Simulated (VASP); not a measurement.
# ScCd2Si4P8 (a cell with a defect) in VASP: further runs

Aim: see how the results for ScCd2Si4P8 (a cell with a defect) move with the level of theory and the settings. Levels: PBEsol, revPBE+D3(BJ). Tasks: single point.

All numbers are computed with VASP 6.6.1; they aren't measurements. Logs are shortened: lines on timing, memory, paths and dates and some standing lists are left out, and cuts for length are marked.

## (1) The cell of the first run

The cell holds a defect, 15 atoms: a = 5.645 Å, b = 5.645 Å, c = 10.501 Å, α = 90.00°, β = 90.00°, γ = 90.00°.

## (2) Single point, PBEsol

The input, INCAR:

```
SYSTEM = ScCd2Si4P8
PREC = Accurate ; ENCUT = 520
EDIFF = 1E-7 ; ISMEAR = -1
SIGMA = 0.05 ; LREAL = Auto
LASPH = .TRUE. ; NELM = 60
ALGO = Normal ; ISIF = 2
LWAVE = .FALSE. ; LCHARG = .FALSE.
GGA = PS ; NELECT = 90.0
NBANDS = 58
```

The input, KPOINTS:

```
Automatic mesh
0
Gamma
  2 2 2
  0.5 0.5 0.5
```

The input, POSCAR:

```
ScCd2Si4P8
1.0
    5.6447280000     -0.0000310000     -0.0000140000
   -0.0000310000      5.6447280000     -0.0000140000
   -0.0000250000     -0.0000250000     10.5006290000
Cd Si P Sc
2 4 8 1
Direct
    0.9998780000      0.0069060000      0.0003020000
    0.5018550000      0.0244230000      0.7654670000
    0.9992900000      0.9939580000      0.5063860000
    0.5247470000      0.9953130000      0.2560990000
    0.4793180000      0.4708670000      0.9981740000
    0.0076010000      0.5070280000      0.7555150000
    0.2904370000      0.2575060000      0.1315630000
    0.1941430000      0.2524760000      0.6252970000
    0.7017040000      0.7533810000      0.1220630000
    0.7307490000      0.2074020000      0.3743370000
    0.2655910000      0.7934140000      0.3726310000
    0.2243920000      0.7333260000      0.8714830000
    0.7809240000      0.7476230000      0.6218590000
    0.7410960000      0.2975200000      0.8718570000
    0.4867130000      0.4939620000      0.5060380000
```

Potentials or basis: VASP PAW PBE potentials, release 64 (Cd, Si, P, Sc_sv).

Launch:

```
$ cat potpaw_PBE.64/Cd/POTCAR potpaw_PBE.64/Si/POTCAR potpaw_PBE.64/P/POTCAR potpaw_PBE.64/Sc_sv/POTCAR > POTCAR
$ mpirun -np 1 vasp_std > vasp.out
```

OUTCAR:

```text
SYSTEM = ScCd2Si4P8
   PREC = Accurate
   ENCUT = 520
   EDIFF = 1E-7
   ISMEAR = -1
   LREAL = Auto
   LASPH = .TRUE.
   NELM = 60
   ISIF = 2
   GGA = PS
   NELECT = 90.0

 ion  position               nearest neighbor table
   1  1.000  0.007  0.000-  12 2.41   9 2.55   7 2.57  14 2.58   2 3.74   2 3.76
   2  0.502  0.024  0.765-  14 2.33  12 2.53   8 2.62  13 2.68   1 3.74   1 3.76
   3  0.999  0.994  0.506-   8 2.21  13 2.22  11 2.35  10 2.38
   4  0.525  0.995  0.256-  10 2.08   9 2.20  11 2.22   7 2.38
   5  0.479  0.471  0.998-   7 2.13  14 2.21   9 2.41  12 2.46
   6  0.008  0.507  0.756-  12 2.15   8 2.25  14 2.27  13 2.33
   7  0.290  0.258  0.132-   5 2.13   4 2.38   1 2.57
   8  0.194  0.252  0.625-   3 2.21   6 2.25  15 2.48   2 2.62
   9  0.702  0.753  0.122-   4 2.20   5 2.41   1 2.55
  10  0.731  0.207  0.374-   4 2.08   3 2.38  15 2.54
  11  0.266  0.793  0.373-   4 2.22   3 2.35  15 2.53
  12  0.224  0.733  0.871-   6 2.15   1 2.41   5 2.46   2 2.53
  13  0.781  0.748  0.622-   3 2.22   6 2.33  15 2.51   2 2.68
  14  0.741  0.298  0.872-   5 2.21   6 2.27   2 2.33   1 2.58
  15  0.487  0.494  0.506-   8 2.48  13 2.51  11 2.53  10 2.54

  LATTYP: Found a base centered orthorhombic cell.
 ALAT       =     7.9828070529
 B/A-ratio  =     1.0000109838
 C/A-ratio  =     1.3154055873

  Lattice vectors:

 A1 = (  -5.6447280000,   0.0000310000,   0.0000140000)
 A2 = (   0.0000310000,  -5.6447280000,   0.0000140000)
 A3 = (  -0.0000250000,  -0.0000250000,  10.5006290000)

Analysis of symmetry for initial positions (statically):
=====================================================================
 Subroutine PRICEL returns:
 Original cell was already a primitive cell.

 Routine SETGRP: Setting up the symmetry group for a
 base centered orthorhombic supercell.

 Subroutine GETGRP returns: Found  1 space group operations
 (whereof  1 operations were pure point group operations)
 out of a pool of  8 trial point group operations.

The static configuration has the point symmetry C_1 .

Analysis of symmetry for dynamics (positions and initial velocities):
=====================================================================
 Subroutine PRICEL returns:
 Original cell was already a primitive cell.

 Routine SETGRP: Setting up the symmetry group for a
 base centered orthorhombic supercell.

 Subroutine GETGRP returns: Found  1 space group operations
 (whereof  1 operations were pure point group operations)
 out of a pool of  8 trial point group operations.

The dynamic configuration has the point symmetry C_1 .

 Subroutine INISYM returns: Found  1 space group operations
 (whereof  1 operations are pure point group operations),
 and found     1 'primitive' translations

----------------------------------------------------------------------------------------

                                     Primitive cell

  volume of cell :     334.5811

  direct lattice vectors                    reciprocal lattice vectors
     5.644728000 -0.000031000 -0.000014000     0.177156455  0.000000973  0.000000422
    -0.000031000  5.644728000 -0.000014000     0.000000973  0.177156455  0.000000422
    -0.000025000 -0.000025000 10.500629000     0.000000236  0.000000236  0.095232390

  length of vectors
     5.644728000  5.644728000 10.500629000     0.177156455  0.177156455  0.095232390

  position of ions in fractional coordinates (direct lattice)
     0.999878000  0.006906000  0.000302000
     0.501855000  0.024423000  0.765467000
     0.999290000  0.993958000  0.506386000
     0.524747000  0.995313000  0.256099000
     0.479318000  0.470867000  0.998174000
     0.007601000  0.507028000  0.755515000
     0.290437000  0.257506000  0.131563000
     0.194143000  0.252476000  0.625297000
     0.701704000  0.753381000  0.122063000
     0.730749000  0.207402000  0.374337000
     0.265591000  0.793414000  0.372631000
     0.224392000  0.733326000  0.871483000
     0.780924000  0.747623000  0.621859000
     0.741096000  0.297520000  0.871857000
     0.486713000  0.493962000  0.506038000

  ion indices of the primitive-cell ions
   primitive index   ion index
                 1           1
                 2           2
                 3           3
                 4           4
                 5           5
                 6           6
                 7           7
                 8           8
                 9           9
                10          10
                11          11
                12          12
                13          13
                14          14
                15          15

----------------------------------------------------------------------------------------

 KPOINTS: Automatic mesh

Automatic generation of k-mesh.
 Grid dimensions read from file:
 generate k-points for:    2    2    2

 Generating k-lattice:

  Cartesian coordinates                     Fractional coordinates (reciprocal lattice)
     0.088578227  0.000000486  0.000000211     0.500000000 -0.000000000 -0.000000000
     0.000000486  0.088578227  0.000000211    -0.000000000  0.500000000 -0.000000000
     0.000000118  0.000000118  0.047616195    -0.000000000 -0.000000000  0.500000000

  Length of vectors
     0.088578227  0.088578227  0.047616195

  Shift w.r.t. Gamma in fractional coordinates (k-lattice)
     0.500000000  0.500000000  0.500000000

 Subroutine IBZKPT returns following result:
 ===========================================

 Found      4 irreducible k-points:

 Following reciprocal coordinates:
            Coordinates               Weight
  0.250000  0.250000  0.250000      2.000000
 -0.250000 -0.250000  0.250000      2.000000
 -0.250000  0.250000  0.250000      2.000000
  0.250000 -0.250000  0.250000      2.000000
   k-points           NKPTS =      4   k-points in BZ     NKDIM =      4   number of bands    NBANDS=     58
   number of dos      NEDOS =    301   number of ions     NIONS =     15
   total plane-waves  NPLWV = 141120
   dimension x,y,z NGX =    42 NGY =   42 NGZ =   80
   dimension x,y,z NGXF=    84 NGYF=   84 NGZF=  160
   ions per type =               2   4   8   1
   NGX,Y,Z   is equivalent  to a cutoff of  12.37, 12.37, 12.67 a.u.
   NGXF,Y,Z  is equivalent  to a cutoff of  24.74, 24.74, 25.33 a.u.
 SYSTEM =  ScCd2Si4P8
   PREC   = accura    normal or accurate (medium, high low for compatibility)
   ISTART =      0    job   : 0-new  1-cont  2-samecut
   ICHARG =      2    charge: 1-file 2-atom 10-const
   ISPIN  =      1    spin polarized calculation?
   LNONCOLLINEAR =      F non collinear calculations
   LSORBIT =      F    spin-orbit coupling
   LASPH  =      T    aspherical Exc in radial PAW
   ENCUT  =  520.0 eV  38.22 Ry    6.18 a.u.  10.50 10.50 19.52*2*pi/ulx,y,z
   NELM   =     60;   NELMIN=  2; NELMDL= -5     # of ELM steps
   EDIFF  = 0.1E-06   stopping-criterion for ELM
   LREAL  =      T    real-space projection
   EDIFFG = 0.1E-05   stopping-criterion for IOM
   NSW    =      0    number of steps for IOM
   IBRION =     -1    ionic relax: 0-MD 1-quasi-New 2-CG
   NFREE  =      0    steps in history (QN), initial steepest desc. (CG)
   ISIF   =      2    stress and relaxation
   ISYM   =      2    0-nonsym 1-usesym 2-fastsym
   POTIM  = 0.5000    time-step for ionic-motion
   TEBEG  =    0.0;   TEEND  =   0.0 temperature during run
   PSTRESS=    0.0 pullay stress
   NELECT =      90.0000    total number of electrons
   NUPDOWN=      -1.0000    fix difference up-down
   EMIN   =  10.00;   EMAX   =-10.00  energy-range for DOS
   EFERMI =   0.00;   METHOD = LEGACY
   ISMEAR =    -1;   SIGMA  =   0.05  broadening in eV -4-tet -1-fermi 0-gaus
   EFERMI_NEDOS =   21; number of points for ismear=-14 and -15
   IALGO  =     38    algorithm
   IMIX   =      4    mixing-type and parameters
     AMIX     =   0.40;   BMIX     =  1.00
     AMIX_MAG =   1.60;   BMIX_MAG =  1.00
  volume/ion in A,a.u.               =      22.31       150.52
  Fermi-wavevector in a.u.,A,eV,Ry     =   1.056790  1.997043 15.195046  1.116804
  Thomas-Fermi vector in A             =   2.192038
   LORBIT       =      0    0 simple, 1 ext, 2 COOP (PROOUT), +10 PAW based schemes
   GGA     = PS    functional components
   LHFCALC =     F    Hartree Fock is set to
   AEXX    =    0.0000 exact exchange contribution
   IVDW    =     0    specifies the selected vdW correction
   LEPSILON=     F    determine dielectric tensor
   LRPA    =     F    only Hartree local field effects (RPA)
 non-spin polarized calculation
  energy-cutoff  :      520.00
  volume of cell :      334.58
 maximum number of plane-waves:      9016
 NGX is ok and might be reduce to    42
   NGX = 21   NGY = 21   NGZ = 39

 number of electron      90.0000000 magnetization

 Free energy of the ion-electron system (eV)
  ---------------------------------------------------
  ext. energy  EPLUGINS =         0.00000000
  ---------------------------------------------------
  free energy    TOTEN  =       -82.65290553 eV

  energy without entropy =      -82.56017414  energy(sigma->0) =      -82.60653983

 E-fermi :   3.5943     XC(G=0):  -9.3355

 val. band max:        3.5590042732   @ k =   0.2500  -0.2500   0.2500
 cond. band min:       3.6097898201   @ k =  -0.2500   0.2500   0.2500
 fundamental gap:      0.0507855469
 Fermi energy:         3.5942993536

 k-point     1 :       0.2500    0.2500    0.2500
  band No.  band energies     occupation
      1     -45.4386      2.00000
      2     -24.2669      2.00000
      3     -24.1753      2.00000
      4     -24.1392      2.00000
      5      -8.5602      2.00000
      6      -8.1269      2.00000
[... 229 lines left out ...]
     56       7.1185      0.00000
     57       7.3483      0.00000
 [bands above 57 left out]

------------------------ aborting loop because EDIFF is reached ----------------------------------------

  FORCE on cell =-STRESS in cart. coord.  units (eV):
  Direction    XX          YY          ZZ          XY          YZ          ZX
  --------------------------------------------------------------------------------------
  -------------------------------------------------------------------------------------
  Total       -5.7164130     -6.5390963     -7.6593583      7.1462539      3.9204668     -1.5716379
  in kB      -27.3736572    -31.3131645    -36.6776597     34.2206042     18.7735761     -7.5259570
  external PRESSURE =     -31.7881605 kB  Pullay stress =       0.0000000 kB

 VOLUME and BASIS-vectors are now :
 -----------------------------------------------------------------------------
  energy-cutoff  :      520.00
  volume of cell :      334.58
      direct lattice vectors                 reciprocal lattice vectors
     5.644728000 -0.000031000 -0.000014000     0.177156455  0.000000973  0.000000422
    -0.000031000  5.644728000 -0.000014000     0.000000973  0.177156455  0.000000422
    -0.000025000 -0.000025000 10.500629000     0.000000236  0.000000236  0.095232390

 POSITION                                       TOTAL-FORCE (eV/Angst)
 -----------------------------------------------------------------------------------
      5.64404      0.03895      0.00316        -0.509740      0.543440      0.752665
      2.83282      0.13783      8.03788        -0.609745     -1.181847     -1.291969
      5.64068      5.61058      5.31734        -0.296905      0.027815     -1.368945
      2.96202      5.61825      2.68918        -1.728885     -0.491148     -1.534832
      2.70558      2.65788     10.48144         0.424987      2.414378     -0.041811
      0.04287      2.86202      7.93338        -1.481805     -0.077393     -1.100792
      1.63943      1.45354      1.38149        -0.523498     -1.210299      0.914156
      1.09586      1.42514      6.56601         0.030468     -0.168829      0.637854
      3.96090      4.25261      1.28172        -0.081124     -0.464170     -0.554713
      4.12486      1.17070      3.93076         2.060363      0.827672      1.545700
      1.49916      4.47859      3.91285        -0.995201      0.073109      0.485052
      1.26659      4.13940      9.15111         1.853420     -0.927031      0.734248
      4.40806      4.22009      6.52989         0.378537      0.012603      0.824317
      4.18325      1.67937      9.15503         1.302402      0.507877      0.625383
      2.74733      2.78825      5.31370         0.176723      0.113824     -0.626312
 -----------------------------------------------------------------------------------
    total drift:                                0.000483     -0.001730     -0.011259

  FREE ENERGIE OF THE ION-ELECTRON SYSTEM (eV)
  ---------------------------------------------------
  free  energy   TOTEN  =       -82.6529055261 eV

  energy  without entropy=      -82.5601741363  energy(sigma->0) =      -82.60653983
```

It took 4.8 min on 1 thread of AMD EPYC 7R13, shared host; peak memory 0.35 GiB.

Results:

| Quantity | Value |
| --- | --- |
| Free energy | -82.6529 eV |
| Largest force | 2.705 eV/Å |

Forces on the atoms (eV/Å):
```
Cd  -0.510  0.543  0.753
Cd  -0.610 -1.182 -1.292
Si  -0.297  0.028 -1.369
Si  -1.729 -0.491 -1.535
Si   0.425  2.414 -0.042
Si  -1.482 -0.077 -1.101
P   -0.523 -1.210  0.914
P    0.030 -0.169  0.638
P   -0.081 -0.464 -0.555
P    2.060  0.828  1.546
P   -0.995  0.073  0.485
P    1.853 -0.927  0.734
P    0.379  0.013  0.824
P    1.302  0.508  0.625
Sc   0.177  0.114 -0.626
```

Caveat: the k points lie up to 0.56 Å⁻¹ apart; the cell carries a net charge on a neutralising background, which shifts energy and pressure; the cell is charged against a uniform background, so pressure and absolute levels hang on convention; the PAW data sets were made with another functional, which shifts forces and pressure a little.

(Continued in part 2 of 2.)
